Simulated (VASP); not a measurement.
# AlCu (Pm-3m) in VASP: a series of runs

Runs on AlCu. Level: PBEsol. Tasks: single point.

Program: VASP 6.6.1. These are calculated values, not measurements. Logs are shortened: lines on timing, memory, paths and dates and some standing lists are left out, and cuts for length are marked.

## Step 1: The cell of the first run

Symmetry: Pm-3m, No. 221, cubic system. The conventional cell has a = 2.947 Å, b = 2.947 Å, c = 2.947 Å, α = 90.00°, β = 90.00°, γ = 90.00°. Al (site symmetry m-3m) has 8 Cu at 2.55 Å and 6 Al at 2.95 Å within 3.4 Å. Within 3.4 Å of Cu (site symmetry m-3m) lie 8 Al at 2.55 Å and 6 Cu at 2.95 Å.

## Step 2: Single point, PBEsol

INCAR reads:

```
SYSTEM = AlCu
PREC     = Accurate       ! precision mode
ENCUT    = 600            ! plane-wave cutoff, eV
EDIFF    = 1E-6           ! SCF threshold, eV
ISMEAR   = 0              ! smearing method
SIGMA    = 0.1            ! smearing width, eV
LREAL    = .False.        ! projectors in reciprocal space
LASPH    = .True.         ! aspherical terms in the spheres
NELM     = 120            ! most SCF steps
ALGO     = Normal         ! electronic algorithm
ISIF     = 2              ! what is computed and relaxed
LWAVE    = .False.        ! write WAVECAR
LCHARG   = .False.        ! write CHGCAR
GGA      = PS             ! functional
NBANDS   = 14             ! bands
GGA_COMPAT= .False.
```

KPOINTS reads:

```
regular mesh
0
Gamma
  8 8 8
  0 0 0
```

POSCAR reads:

```
AlCu
1.0
    2.9466939460      0.0000000000      0.0000000000
    0.0000000000      2.9466939460      0.0000000000
    0.0000000000      0.0000000000      2.9466939460
Al Cu
1 1
Direct
    0.0000000000      0.0000000000      0.0000000000
    0.5000000000      0.5000000000      0.5000000000
```

Potentials or basis: VASP PAW PBE potentials, release 64 (Al, Cu).

Started as:

```console
$ cat potpaw_PBE.64/Al/POTCAR potpaw_PBE.64/Cu/POTCAR > POTCAR
$ mpirun -np 1 vasp_std > vasp.out
```

OUTCAR:

```text
SYSTEM = AlCu
   PREC = Accurate
   ENCUT = 600
   EDIFF = 1E-6
   ISMEAR = 0
   LREAL = .False.
   LASPH = .True.
   NELM = 120
   ISIF = 2
   GGA = PS

 ion  position               nearest neighbor table
   1  0.000  0.000  0.000-   2 2.55   2 2.55   2 2.55   2 2.55   2 2.55   2 2.55   2 2.55   2 2.55

   2  0.500  0.500  0.500-   1 2.55   1 2.55   1 2.55   1 2.55   1 2.55   1 2.55   1 2.55   1 2.55

  LATTYP: Found a simple cubic cell.
 ALAT       =     2.9466939460

  Lattice vectors:

 A1 = (   2.9466939460,   0.0000000000,   0.0000000000)
 A2 = (   0.0000000000,   2.9466939460,   0.0000000000)
 A3 = (   0.0000000000,   0.0000000000,   2.9466939460)

Analysis of symmetry for initial positions (statically):
=====================================================================
 Subroutine PRICEL returns:
 Original cell was already a primitive cell.

 Routine SETGRP: Setting up the symmetry group for a
 simple cubic supercell.

 Subroutine GETGRP returns: Found 48 space group operations
 (whereof 48 operations were pure point group operations)
 out of a pool of 48 trial point group operations.

The static configuration has the point symmetry O_h .

Analysis of symmetry for dynamics (positions and initial velocities):
=====================================================================
 Subroutine PRICEL returns:
 Original cell was already a primitive cell.

 Routine SETGRP: Setting up the symmetry group for a
 simple cubic supercell.

 Subroutine GETGRP returns: Found 48 space group operations
 (whereof 48 operations were pure point group operations)
 out of a pool of 48 trial point group operations.

The dynamic configuration has the point symmetry O_h .

 Subroutine INISYM returns: Found 48 space group operations
 (whereof 48 operations are pure point group operations),
 and found     1 'primitive' translations

----------------------------------------------------------------------------------------

                                     Primitive cell

  volume of cell :      25.5862

  direct lattice vectors                    reciprocal lattice vectors
     2.946693946  0.000000000  0.000000000     0.339363374  0.000000000  0.000000000
     0.000000000  2.946693946  0.000000000     0.000000000  0.339363374  0.000000000
     0.000000000  0.000000000  2.946693946     0.000000000  0.000000000  0.339363374

  length of vectors
     2.946693946  2.946693946  2.946693946     0.339363374  0.339363374  0.339363374

  position of ions in fractional coordinates (direct lattice)
     0.000000000  0.000000000  0.000000000
     0.500000000  0.500000000  0.500000000

  ion indices of the primitive-cell ions
   primitive index   ion index
                 1           1
                 2           2

----------------------------------------------------------------------------------------

 KPOINTS: regular mesh

Automatic generation of k-mesh.
 Grid dimensions read from file:
 generate k-points for:    8    8    8

 Generating k-lattice:

  Cartesian coordinates                     Fractional coordinates (reciprocal lattice)
     0.042420422  0.000000000  0.000000000     0.125000000  0.000000000  0.000000000
     0.000000000  0.042420422  0.000000000     0.000000000  0.125000000  0.000000000
     0.000000000  0.000000000  0.042420422     0.000000000  0.000000000  0.125000000

  Length of vectors
     0.042420422  0.042420422  0.042420422

  Shift w.r.t. Gamma in fractional coordinates (k-lattice)
     0.000000000  0.000000000  0.000000000

 Subroutine IBZKPT returns following result:
 ===========================================

 Found     35 irreducible k-points:

 Following reciprocal coordinates:
            Coordinates               Weight
  0.000000  0.000000  0.000000      1.000000
  0.125000  0.000000  0.000000      6.000000
  0.250000  0.000000  0.000000      6.000000
  0.375000  0.000000  0.000000      6.000000
  0.500000  0.000000  0.000000      3.000000
  0.125000  0.125000  0.000000     12.000000
[... 16 lines left out ...]
  0.375000  0.375000  0.125000     24.000000
  0.500000  0.375000  0.125000     24.000000
 [... further k-points ...]
   k-points           NKPTS =     35   k-points in BZ     NKDIM =     35   number of bands    NBANDS=     14
   number of dos      NEDOS =    301   number of ions     NIONS =      2
   total plane-waves  NPLWV =  13824
   dimension x,y,z NGX =    24 NGY =   24 NGZ =   24
   dimension x,y,z NGXF=    48 NGYF=   48 NGZF=   48
   ions per type =               1   1
   NGX,Y,Z   is equivalent  to a cutoff of  13.54, 13.54, 13.54 a.u.
   NGXF,Y,Z  is equivalent  to a cutoff of  27.08, 27.08, 27.08 a.u.
 SYSTEM =  AlCu
   PREC   = accura    normal or accurate (medium, high low for compatibility)
   ISTART =      0    job   : 0-new  1-cont  2-samecut
   ICHARG =      2    charge: 1-file 2-atom 10-const
   ISPIN  =      1    spin polarized calculation?
   LNONCOLLINEAR =      F non collinear calculations
   LSORBIT =      F    spin-orbit coupling
   LASPH  =      T    aspherical Exc in radial PAW
   ENCUT  =  600.0 eV  44.10 Ry    6.64 a.u.   5.89  5.89  5.89*2*pi/ulx,y,z
   NELM   =    120;   NELMIN=  2; NELMDL= -5     # of ELM steps
   EDIFF  = 0.1E-05   stopping-criterion for ELM
   LREAL  =      F    real-space projection
[... 7 lines left out ...]
   TEBEG  =    0.0;   TEEND  =   0.0 temperature during run
   PSTRESS=    0.0 pullay stress
   NELECT =      14.0000    total number of electrons
   NUPDOWN=      -1.0000    fix difference up-down
   EMIN   =  10.00;   EMAX   =-10.00  energy-range for DOS
   EFERMI =   0.00;   METHOD = LEGACY
   ISMEAR =     0;   SIGMA  =   0.10  broadening in eV -4-tet -1-fermi 0-gaus
   EFERMI_NEDOS =   21; number of points for ismear=-14 and -15
   IALGO  =     38    algorithm
   IMIX   =      4    mixing-type and parameters
     AMIX     =   0.40;   BMIX     =  1.00
     AMIX_MAG =   1.60;   BMIX_MAG =  1.00
  volume/ion in A,a.u.               =      12.79        86.33
  Fermi-wavevector in a.u.,A,eV,Ry     =   1.339006  2.530354 24.394385  1.792937
  Thomas-Fermi vector in A             =   2.467432
   LORBIT       =      0    0 simple, 1 ext, 2 COOP (PROOUT), +10 PAW based schemes
   GGA     = PS    functional components
   LHFCALC =     F    Hartree Fock is set to
   AEXX    =    0.0000 exact exchange contribution
   IVDW    =     0    specifies the selected vdW correction
   LEPSILON=     F    determine dielectric tensor
   LRPA    =     F    only Hartree local field effects (RPA)
 non-spin polarized calculation
 Gauss-broadening in eV      SIGMA  =   0.10
  energy-cutoff  :      600.00
  volume of cell :       25.59
 maximum number of plane-waves:       876
 NGX is ok and might be reduce to    24
   NGX = 11   NGY = 11   NGZ = 11

 number of electron      14.0000008 magnetization

 Free energy of the ion-electron system (eV)
  ---------------------------------------------------
  ext. energy  EPLUGINS =         0.00000000
  ---------------------------------------------------
  free energy    TOTEN  =        -8.71574329 eV

  energy without entropy =       -8.71316710  energy(sigma->0) =       -8.71445520

 E-fermi :   9.5484     XC(G=0): -11.8514

 val. band max:        9.5053304259   @ k =   0.3750   0.3750   0.1250
 cond. band min:       9.6201461887   @ k =   0.5000   0.5000   0.0000
 fundamental gap:      0.1148157628
 Fermi energy:         9.5484311861

 k-point     1 :       0.0000    0.0000    0.0000
  band No.  band energies     occupation
      1      -2.2861      2.00000
      2       4.4441      2.00000
      3       4.4441      2.00000
      4       5.5466      2.00000
      5       5.5466      2.00000
      6       5.5466      2.00000
      7      13.5707      0.00000
      8      13.5707      0.00000
      9      13.5707      0.00000
     10      16.0043      0.00000
     11      16.0043      0.00000
     12      20.3619      0.00000
     13      28.4742      0.00000
     14      28.4742      0.00000

 k-point     2 :       0.1250    0.0000    0.0000
  band No.  band energies     occupation
      1      -2.0129      2.00000
      2       4.4521      2.00000
      3       4.4855      2.00000
      4       5.4715      2.00000
      5       5.4715      2.00000
      6       5.5550      2.00000
      7      11.2592      0.00000
      8      13.8986      0.00000
      9      13.8986      0.00000
     10      16.0927      0.00000
     11      17.7934      0.00000
     12      21.5395      0.00000
     13      26.0985      0.00000
     14      26.0985      0.00000

 k-point     3 :       0.2500    0.0000    0.0000
  band No.  band energies     occupation
      1      -1.2040      2.00000
      2       4.3326      2.00000
      3       4.5871      2.00000
      4       5.3007      2.00000
      5       5.3007      2.00000
      6       5.5752      2.00000
      7       8.4708      2.00000
      8      14.8308      0.00000
      9      14.8308      0.00000
     10      16.3434      0.00000
     11      19.1807      0.00000
     12      23.1160      0.00000
     13      23.1160      0.00000
     14      24.9216      0.00000
[... 324 lines left out ...]
 k-point    23 :       0.3750    0.3750    0.1250
  band No.  band energies     occupation
      1       2.2853      2.00000
      2       4.1211      2.00000
      3       4.7455      2.00000
      4       4.9926      2.00000
      5       5.4616      2.00000
      6       5.4857      2.00000
      7       7.3876      2.00000
      8       9.5053      1.45783
      9      12.3951      0.00000
     10      16.0667      0.00000
     11      19.7607      0.00000
     12      20.0316      0.00000
     13      23.3226      0.00000
     14      25.1487      0.00000

 k-point    24 :       0.5000    0.3750    0.1250
  band No.  band energies     occupation
      1       2.9465      2.00000
      2       4.0123      2.00000
      3       4.7205      2.00000
      4       4.9528      2.00000
      5       5.5041      2.00000
      6       6.0837      2.00000
      7       6.4067      2.00000
      8      10.1759      0.00000
      9      10.6495      0.00000
     10      17.3196      0.00000
     11      18.2203      0.00000
     12      20.7288      0.00000
     13      23.1161      0.00000
     14      24.8595      0.00000

 [... further k-points ...]
[... 5 lines left out ...]
  --------------------------------------------------------------------------------------
  -------------------------------------------------------------------------------------
  Total        0.3501342      0.3501342      0.3501342      0.0000000      0.0000000     -0.0000000
  in kB       21.9250196     21.9250196     21.9250196      0.0000000      0.0000000     -0.0000000
  external PRESSURE =      21.9250196 kB  Pullay stress =       0.0000000 kB

 VOLUME and BASIS-vectors are now :
 -----------------------------------------------------------------------------
  energy-cutoff  :      600.00
  volume of cell :       25.59
      direct lattice vectors                 reciprocal lattice vectors
     2.946693946  0.000000000  0.000000000     0.339363374  0.000000000  0.000000000
     0.000000000  2.946693946  0.000000000     0.000000000  0.339363374  0.000000000
     0.000000000  0.000000000  2.946693946     0.000000000  0.000000000  0.339363374

 POSITION                                       TOTAL-FORCE (eV/Angst)
 -----------------------------------------------------------------------------------
      0.00000      0.00000      0.00000         0.000000      0.000000      0.000000
      1.47335      1.47335      1.47335         0.000000      0.000000      0.000000
 -----------------------------------------------------------------------------------
    total drift:                                0.000000      0.000000     -0.000000

  FREE ENERGIE OF THE ION-ELECTRON SYSTEM (eV)
  ---------------------------------------------------
  free  energy   TOTEN  =        -8.7157432936 eV

  energy  without entropy=       -8.7131671008  energy(sigma->0) =       -8.71445520
```

It took 8.1 s on 1 thread of Intel Xeon Platinum 8259CL at 2.50GHz (Skylake/Cascade Lake), shared host; peak memory 0.14 GiB.

Results:

| Quantity | Value |
| --- | --- |
| Free energy | -8.7157 eV |
| Pressure | 2.2 GPa |
| Band gap on the k mesh | zero (band 7 reaches 13.57 eV, above the bottom of band 8 at 8.75 eV) |

Levels at points of the mesh, in eV from the Fermi level:
```
           k point  band 4  band 5  band 6  band 7  band 8  band 9  band 10  band 11
(0.00, 0.00, 0.00)   -4.00   -4.00   -4.00    4.02    4.02    4.02     6.46     6.46
(0.50, 0.00, 0.00)   -4.47   -4.47   -3.94   -3.20    7.30    8.28     8.28     8.96
(0.50, 0.50, 0.00)   -4.36   -3.85   -3.85   -3.59   -0.80    0.07    10.66    13.20
(0.50, 0.50, 0.50)   -3.57   -3.57    0.69    0.69    0.69    2.26     2.37     2.37
```

Caveat: the PAW data sets were made with another functional, which shifts forces and pressure a little.

## Step 3: Single point, PBEsol

This run uses another cell than the first one, of 13.20 Å³/atom, 1.032 times its volume.

INCAR reads:

```
ALGO = Normal
EDIFF = 1E-6
ENCUT = 600
GGA = PS
GGA_COMPAT = F
ISIF = 2
ISMEAR = 0
LASPH = T
LCHARG = F
LREAL = F
LWAVE = F
NBANDS = 14
NELM = 120
PREC = Accurate
SIGMA = 0.1
```

KPOINTS reads:

```
k-points
0
Gamma
  8 8 8
```

POSCAR reads:

```
AlCu
1.0
    2.9773908838      0.0000000000      0.0000000000
    0.0000000000      2.9773908838      0.0000000000
    0.0000000000      0.0000000000      2.9773908838
Al Cu
1 1
Direct
    0.0000000000      0.0000000000      0.0000000000
    0.5000000000      0.5000000000      0.5000000000
```

Potentials or basis: VASP PAW PBE potentials, release 64 (Al, Cu).

Started as:

```console
$ cat potpaw_PBE.64/Al/POTCAR potpaw_PBE.64/Cu/POTCAR > POTCAR
$ mpirun -np 1 vasp_std > vasp.out
```

Run time: 8.4 s. Hardware: 1 thread of Intel Xeon Platinum 8259CL at 2.50GHz (Skylake/Cascade Lake), shared host; peak memory 0.14 GiB.

Results (log left out):

- Free energy: -8.7150 eV
- Pressure: -1.8 GPa
- Band gap on the k mesh: zero (band 7 reaches 13.09 eV, above the bottom of band 8 at 8.36 eV)

Levels at points of the mesh, in eV from the Fermi level:
```
           k point  band 5  band 6  band 7  band 8  band 9  band 10
(0.00, 0.00, 0.00)   -3.85   -3.85    3.99    3.99    3.99     6.46
(0.50, 0.00, 0.00)   -4.29   -3.79   -3.08    7.33    8.22     8.22
(0.50, 0.50, 0.00)   -3.68   -3.68   -3.46   -0.75    0.03    10.41
(0.50, 0.50, 0.50)   -3.44    0.81    0.81    0.81    2.08     2.34
```

Caveat: the PAW data sets were made with another functional, which shifts forces and pressure a little.

## Step 4: Single point, PBEsol

This run uses another cell than the first one, of 13.60 Å³/atom, 1.063 times its volume.

INCAR reads:

```
SYSTEM = AlCu
PREC = Accurate
ENCUT = 600
EDIFF = 1E-6
ISMEAR = 0
SIGMA = 0.1
LREAL = .FALSE.
LASPH = .TRUE.
NELM = 120
ALGO = Normal
ISIF = 2
LWAVE = .FALSE.
LCHARG = .TRUE.
GGA = PS
LELF = .TRUE.
LVHAR = .TRUE.
NBANDS = 14
GGA_COMPAT = .FALSE.
```

KPOINTS reads:

```
Automatic mesh
0
G
  8 8 8
  0 0 0
```

POSCAR reads:

```
AlCu
1.0
    3.0074675748      0.0000000000      0.0000000000
    0.0000000000      3.0074675748      0.0000000000
    0.0000000000      0.0000000000      3.0074675748
Al Cu
1 1
Direct
    0.0000000000      0.0000000000      0.0000000000
    0.5000000000      0.5000000000      0.5000000000
```

Started as:

```console
$ cat potpaw_PBE.64/Al/POTCAR potpaw_PBE.64/Cu/POTCAR > POTCAR
$ mpirun -np 1 vasp_std > vasp.out
```

Run time: 8.9 s. Hardware: 1 thread of Intel Xeon Platinum 8259CL at 2.50GHz (Skylake/Cascade Lake), shared host; peak memory 0.14 GiB.

Results (log left out):

* Free energy: -8.6955 eV
* Pressure: -5.0 GPa
* Band gap on the k mesh: zero (band 7 reaches 12.64 eV, above the bottom of band 8 at 7.99 eV)

Levels at points of the mesh, in eV from the Fermi level:
```
           k point  band 5  band 6  band 7  band 8  band 9  band 10
(0.00, 0.00, 0.00)   -3.69   -3.69    3.96    3.96    3.96     6.46
(0.50, 0.00, 0.00)   -4.12   -3.64   -2.97    7.37    8.17     8.17
(0.50, 0.50, 0.00)   -3.51   -3.51   -3.32   -0.69   -0.01    10.18
(0.50, 0.50, 0.50)   -3.30    0.92    0.92    0.92    1.92     2.33
```

Caveat: the PAW data sets were made with another functional, which shifts forces and pressure a little.

## Step 5: Summary

| cell | gap on the mesh (eV) | pressure (GPa) |
| --- | --- | --- |
| a = 2.947 Å, 2 atoms | none | 2.2 |
| a = 2.977 Å, 2 atoms | none | -1.8 |
| a = 3.007 Å, 2 atoms | none | -5.0 |

Alike in all rows: task single point; level PBEsol; potentials or basis VASP PAW PBE potentials, release 64 (Al, Cu); no spin polarisation; k mesh 8 × 8 × 8; cutoff (eV) 600; smearing gaussian 0.1 eV.

Caveats: the PAW data sets were made with another functional, which shifts forces and pressure a little.

Absolute energies hang on the potentials; compare differences alone.
